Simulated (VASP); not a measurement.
Wanted: the native input for a VASP 6.6.1 run.

- Task: single point
- Functional: RPBE
- Potentials or basis: VASP PAW PBE potentials, release 64 (Hf_pv, Pd, Se, Br, O)
- Cutoff: 520 eV
- k mesh: 6 × 6 × 2
- Occupations: fermi-dirac, width 0.05 eV
- Spin: no spin polarisation
- Dipole correction: no
- Further INCAR settings: ALGO = Normal; EDIFF = 1e-06; NBANDS = 53

The structure of Hf2Pd2Se2Br2O3 lies in POSCAR:

```
Hf2Pd2Se2Br2O3
1.0
    7.5866600000     -1.7097100000     -1.1757600000
    7.5866600000      1.7097100000     -1.1757600000
   -2.0244600000      0.0000000000     13.0515500000
Hf Pd Se Br O
2 2 2 2 3
Direct
    0.9451400000      0.9451400000      0.0614400000
    0.6062800000      0.6062800000      0.2830900000
    0.1792000000      0.1792000000      0.5096400000
    0.3228600000      0.3228600000      0.7430700000
    0.9223200000      0.9223200000      0.8456600000
    0.7899100000      0.7899100000      0.5880000000
    0.5864500000      0.5864500000      0.0452000000
    0.2460400000      0.2460400000      0.2865100000
    0.5970100000      0.5970100000      0.4212700000
    0.3855400000      0.3855400000      0.0730200000
    0.0309400000      0.0309400000      0.2216900000
```

These files were run (other wordings do the same):

INCAR

```
PREC = Accurate
ENCUT = 520
EDIFF = 1E-6
ISMEAR = -1
SIGMA = 0.05
LREAL = F
LASPH = T
NELM = 80
ALGO = Normal
ISIF = 2
LWAVE = F
LCHARG = F
GGA = RP
NBANDS = 53
```

KPOINTS

```
Automatic mesh
0
Gamma
  6 6 2
```

Potentials or basis: VASP PAW PBE potentials, release 64 (Hf_pv, Pd, Se, Br, O).

Command:

```bash
$ cat potpaw_PBE.64/Hf_pv/POTCAR potpaw_PBE.64/Pd/POTCAR potpaw_PBE.64/Se/POTCAR potpaw_PBE.64/Br/POTCAR potpaw_PBE.64/O/POTCAR > POTCAR
$ mpirun -np 1 vasp_std > vasp.out
```

Results of the run:

```json
{
 "Pressure": "1.2 GPa",
 "Largest force": "0.208 eV/Å",
 "Band gap on the k mesh": "0.67 eV (least direct gap 0.67 eV)"
}
```

Caveat: the PAW data sets were made with another functional, which shifts forces and pressure a little; spin-orbit coupling is left out, which moves the levels of the heavy elements.

It took 19 min on 1 thread of Intel(R) Xeon(R) Platinum 8375C CPU @ 2.90GHz (Ice Lake), with other jobs on the host, peak memory 1.1 GiB.
